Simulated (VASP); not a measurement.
A run of VASP 6.6.1 is set up as follows.

File POSCAR:

```
Si
1.0
    0.0000000000      2.7218511865      2.7218511865
    2.7218511865      0.0000000000      2.7218511865
    2.7218511865      2.7218511865      0.0000000000
Si
2
Direct
    0.5000000000      0.5000000000      0.5000000000
    0.7500000000      0.7500000000      0.7500000000
```

Contents of INCAR.step1:

```
  PREC = Accurate
  ENCUT = 500
  EDIFF = 1E-8
  ISMEAR = 0
  SIGMA = 0.01
  LREAL = F
  LASPH = T
  NELM = 80
  ALGO = Normal
  LWAVE = T
  LCHARG = F
  GGA = PE
```

INCAR.step2

```
  PREC = Accurate
  ENCUT = 500
  EDIFF = 1E-8
  ISMEAR = 0
  SIGMA = 0.01
  LREAL = F
  LASPH = T
  NELM = 1
  ALGO = Exact
  LWAVE = T
  LCHARG = F
  GGA = PE
  NBANDS = 124
  LOPTICS = T
  ISTART = 1
```

The input INCAR.step3:

```
  PREC = Accurate
  ENCUT = 500
  EDIFF = 1E-8
  ISMEAR = 0
  SIGMA = 0.01
  LREAL = F
  LASPH = T
  ALGO = EVGW0
  LWAVE = F
  LCHARG = F
  GGA = PE
  NELMGW = 1
  NBANDS = 124
  ENCUTGW = 120.0
  NOMEGA = 96
  PRECFOCK = Fast
  ISTART = 1
  NBANDSGW = 12
  OMEGAMAX = 20
```

Contents of KPOINTS:

```
Automatic mesh
0
Gamma
  6 6 6
```

Potentials or basis: VASP PAW PBE potentials, release 64 (Si_GW).

Run with:

```console
$ cat potpaw_PBE.64/Si_GW/POTCAR > POTCAR
$ cp INCAR.step1 INCAR
$ mpirun -np 1 vasp_std > vasp.out
$ cp INCAR.step2 INCAR
$ mpirun -np 1 vasp_std > vasp.out
$ cp INCAR.step3 INCAR
$ mpirun -np 1 vasp_std > vasp.out
```

Task: What does it give for the quasiparticle gap?

Result: 1.19 eV.

Task: Estimate the least direct quasiparticle gap.

Result: 3.17 eV.

Task: Estimate the band gap of the starting levels on the mesh.

Result: 0.72 eV.

Task: Predict the least direct gap of the starting levels on the mesh.

Result: 2.56 eV.

Caveat: bands, screening cutoff and mesh are small and nothing is extrapolated, so the quasiparticle values aren't converged.
